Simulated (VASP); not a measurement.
# Au in VASP: relaxation of the atoms with LDA

Aim: the relaxation of the atoms of Au with LDA.

All numbers are computed with VASP 6.6.1; they aren't measurements. Logs are shortened: lines on timing, memory, paths and dates and some standing lists are left out, and cuts for length are marked.

## 1. The cell of the first run

The cell holds a slab with vacuum, 2 atoms: a = 2.863 Å, b = 2.863 Å, c = 18.024 Å, α = 90.00°, β = 90.00°, γ = 90.00°.

## 2. Relaxation of the atoms, LDA

File INCAR:

```
ALGO = Normal ; DIPOL = 0.5 0.5 0.500
EDIFF = 1E-7 ; EDIFFG = -0.01
ENCUT = 520 ; GGA = CA
IBRION = 2 ; IDIPOL = 3
ISIF = 2 ; ISMEAR = -1
LASPH = T ; LCHARG = F
LDIPOL = T ; LREAL = F
LWAVE = F ; NELM = 100
NSW = 32 ; PREC = Accurate
SIGMA = 0.08
```

File KPOINTS:

```
k-points
0
Gamma
  14 14 1
```

File POSCAR:

```
Au
1.0
    2.8625268927      0.0000000000      0.0000000000
    0.0000000000      2.8625268927      0.0000000000
    0.0000000000      0.0000000000     18.0241000000
Au
2
Direct
    0.2500000000      0.2500000000      0.4454743263
    0.7500000000      0.7500000000      0.5545256737
```

Potentials or basis: VASP PAW LDA potentials, release 64 (Au).

Started as:

```
> cat potpaw_LDA.64/Au/POTCAR > POTCAR
> mpirun -np 1 vasp_std > vasp.out
```

OUTCAR:

```text
EDIFF = 1E-7
   EDIFFG = -0.01
   ENCUT = 520
   GGA = CA
   IBRION = 2
   ISIF = 2
   ISMEAR = -1
   LASPH = T
   LREAL = F
   NELM = 100
   NSW = 32
   PREC = Accurate

 ion  position               nearest neighbor table
   1  0.250  0.250  0.445-   2 2.82   2 2.82   2 2.82   2 2.82
   2  0.750  0.750  0.555-   1 2.82   1 2.82   1 2.82   1 2.82

  LATTYP: Found a simple tetragonal cell.
 ALAT       =     2.8625268927
 C/A-ratio  =     6.2965696658

  Lattice vectors:

 A1 = (   2.8625268927,   0.0000000000,   0.0000000000)
 A2 = (   0.0000000000,   2.8625268927,   0.0000000000)
 A3 = (   0.0000000000,   0.0000000000,  18.0241000000)

Analysis of symmetry for initial positions (statically):
=====================================================================
 Subroutine PRICEL returns:
 Original cell was already a primitive cell.

 Routine SETGRP: Setting up the symmetry group for a
 simple tetragonal supercell.

 Subroutine GETGRP returns: Found 16 space group operations
 (whereof  4 operations were pure point group operations)
 out of a pool of 16 trial point group operations.

The static configuration has the point symmetry C_2h.
 The point group associated with its full space group is D_4h.

Analysis of symmetry for dynamics (positions and initial velocities):
=====================================================================
 Subroutine PRICEL returns:
 Original cell was already a primitive cell.

 Routine SETGRP: Setting up the symmetry group for a
 simple tetragonal supercell.

 Subroutine GETGRP returns: Found 16 space group operations
 (whereof  4 operations were pure point group operations)
 out of a pool of 16 trial point group operations.

The dynamic configuration has the point symmetry C_2h.
 The point group associated with its full space group is D_4h.

 Subroutine INISYM returns: Found 16 space group operations
 (whereof  4 operations are pure point group operations),
 and found     1 'primitive' translations

----------------------------------------------------------------------------------------

                                     Primitive cell

[... 136 lines left out ...]
  ---------------------------------------------------
  free energy    TOTEN  =        -7.47737033 eV

  energy without entropy =       -7.46316431  energy(sigma->0) =       -7.47026732

------------------------ aborting loop because EDIFF is reached ----------------------------------------

  FORCE on cell =-STRESS in cart. coord.  units (eV):
  Direction    XX          YY          ZZ          XY          YZ          ZX
  --------------------------------------------------------------------------------------
  -------------------------------------------------------------------------------------
  Total       -3.1267650     -3.1267650      0.0266919     -0.0000000     -0.0000000      0.0000000
  in kB      -33.9197848    -33.9197848      0.2895595     -0.0000000     -0.0000000      0.0000000
  external PRESSURE =     -22.5166700 kB  Pullay stress =       0.0000000 kB
[... 23 lines left out ...]
--------------------------------------- Ionic step        2  -------------------------------------------

 number of electron      22.0000004 magnetization

 dipolmoment           0.000000      0.000000     -0.000000 electrons x Angstroem

------------------------ aborting loop because EDIFF is reached ----------------------------------------

  FORCE on cell =-STRESS in cart. coord.  units (eV):
  Direction    XX          YY          ZZ          XY          YZ          ZX
  --------------------------------------------------------------------------------------
  -------------------------------------------------------------------------------------
  Total       -3.1529326     -3.1529326     -0.0002494      0.0000000      0.0000000      0.0000000
  in kB      -34.2036558    -34.2036558     -0.0027057      0.0000000      0.0000000      0.0000000
  external PRESSURE =     -22.8033391 kB  Pullay stress =       0.0000000 kB
[... 23 lines left out ...]
--------------------------------------- Ionic step        3  -------------------------------------------

 number of electron      22.0000005 magnetization

 dipolmoment           0.000000      0.000000      0.000000 electrons x Angstroem

 Free energy of the ion-electron system (eV)
  ---------------------------------------------------
  ext. energy  EPLUGINS =         0.00000000
  ---------------------------------------------------
  free energy    TOTEN  =        -7.47744154 eV

  energy without entropy =       -7.46320318  energy(sigma->0) =       -7.47032236

 E-fermi :  -2.3420     XC(G=0):  -3.9734

 val. band max:       -2.3674014010   @ k =   0.4286   0.2143   0.0000
 cond. band min:      -2.3007193616   @ k =   0.2857   0.0714   0.0000
 fundamental gap:      0.0666820394
 Fermi energy:        -2.3420262767

 k-point     1 :       0.0000    0.0000    0.0000
  band No.  band energies     occupation
      1     -10.2766      2.00000
      2      -8.4137      2.00000
      3      -8.1691      2.00000
      4      -6.9308      2.00000
      5      -5.7163      2.00000
      6      -5.7163      2.00000
      7      -5.2916      2.00000
      8      -4.5526      2.00000
      9      -4.0579      2.00000
     10      -3.9382      2.00000
     11      -3.9382      2.00000
     12      -3.8301      2.00000
     13      -0.5991      0.00000
     14       3.1511      0.00000
[... 401 lines left out ...]
      2      -7.4629      2.00000
      3      -6.9813      2.00000
      4      -6.7156      2.00000
      5      -5.9819      2.00000
      6      -5.7166      2.00000
      7      -5.2528      2.00000
      8      -4.7623      2.00000
      9      -4.6159      2.00000
     10      -4.2225      2.00000
     11      -3.5475      2.00000
     12      -0.5631      0.00000
     13       2.9323      0.00000
     14       3.8040      0.00000
     15       6.0775      0.00000

 [... further k-points ...]

------------------------ aborting loop because EDIFF is reached ----------------------------------------

 vacuum level on the upper side and lower side of the slab       (xc-potential included)        -0.009        -0.009

  FORCE on cell =-STRESS in cart. coord.  units (eV):
  Direction    XX          YY          ZZ          XY          YZ          ZX
  --------------------------------------------------------------------------------------
  -------------------------------------------------------------------------------------
  Total       -3.1773742     -3.1773742     -0.0257780      0.0000000     -0.0000000      0.0000000
  in kB      -34.4688030    -34.4688030     -0.2796451      0.0000000     -0.0000000      0.0000000
  external PRESSURE =     -23.0724170 kB  Pullay stress =       0.0000000 kB
[... 17 lines left out ...]
  FREE ENERGIE OF THE ION-ELECTRON SYSTEM (eV)
  ---------------------------------------------------
  free  energy   TOTEN  =        -7.4774415420 eV

  energy  without entropy=       -7.4632031797  energy(sigma->0) =       -7.47032236

 reached required accuracy - stopping structural energy minimisation

 vacuum level on the upper side and lower side of the slab         3.358         3.358
```

OSZICAR:

```text
N       E                     dE             d eps       ncg     rms          rms(c)
DAV:   1     0.141517999481E+03    0.14152E+03   -0.88454E+03  1080   0.116E+03
DAV:   2    -0.286236062110E+01   -0.14438E+03   -0.13838E+03  1473   0.221E+02
DAV:   3    -0.798492518732E+01   -0.51226E+01   -0.50902E+01  1206   0.482E+01
[... 26 lines left out ...]
DAV:   1    -0.747742333884E+01    0.86188E-06   -0.20450E-02  1080   0.917E-01    0.298E-02
DAV:   2    -0.747744291358E+01   -0.19575E-04   -0.19888E-04  1171   0.128E-01    0.182E-02
DAV:   3    -0.747744169902E+01    0.12146E-05   -0.12938E-05  1291   0.250E-02    0.947E-03
DAV:   4    -0.747744176255E+01   -0.63538E-07   -0.10890E-06  1214   0.788E-03    0.205E-03
DAV:   5    -0.747744154421E+01    0.21835E-06   -0.84856E-07  1257   0.561E-03    0.326E-04
DAV:   6    -0.747744154197E+01    0.22389E-08   -0.43173E-08   933   0.135E-03
   3 F= -.74774415E+01 E0= -.74703224E+01  d E =-.712071E-04
```

CONTCAR:

```text
Au
   1.00000000000000
     2.8625268927000000    0.0000000000000000    0.0000000000000000
     0.0000000000000000    2.8625268927000000    0.0000000000000000
     0.0000000000000000    0.0000000000000000   18.0241000000000007
  Au
     2
Direct
     0.2500000000000000    0.2500000000000000    0.4453320589712826
     0.7500000000000000    0.7500000000000000    0.5546679410287173

  0.00000000E+00  0.00000000E+00  0.00000000E+00
  0.00000000E+00  0.00000000E+00  0.00000000E+00
```

Wall time 2.1 min (1 thread of AMD EPYC 7R13 (Zen 3), shared host); peak memory 0.22 GiB.

Results:

| Property | Result |
| --- | --- |
| Free energy | -7.4774 eV |
| Energy gained by relaxing | 0.0 meV/atom |
| Ionic steps | 3 |
| Band gap on the k mesh | zero (band 11 reaches 1.32 eV, above the bottom of band 12 at -3.88 eV) |

Final structure:
```
CELL_PARAMETERS angstrom
2.86253 0.00000 0.00000
0.00000 2.86253 0.00000
0.00000 0.00000 18.02410
ATOMIC_POSITIONS crystal
Au 0.25000 0.25000 0.44533
Au 0.75000 0.75000 0.55467
```

Levels at points of the mesh, in eV from the Fermi level:
| k point | band 7 | band 8 | band 9 | band 10 | band 11 | band 12 | band 13 | band 14 | band 15 |
| --- | --- | --- | --- | --- | --- | --- | --- | --- | --- |
| (0.00, 0.00, 0.00) | -2.95 | -2.21 | -1.72 | -1.60 | -1.60 | -1.49 | 1.74 | 5.49 | 5.66 |
| (0.50, 0.00, 0.00) | -2.56 | -2.56 | -1.76 | -1.76 | 0.60 | 0.60 | 3.20 | 3.20 | 8.52 |
| (0.50, 0.50, 0.00) | -1.99 | -1.99 | -0.90 | -0.90 | 3.66 | 3.66 | 6.17 | 6.17 | 8.22 |

Caveat: spin-orbit coupling is left out, which moves the levels of the heavy elements.
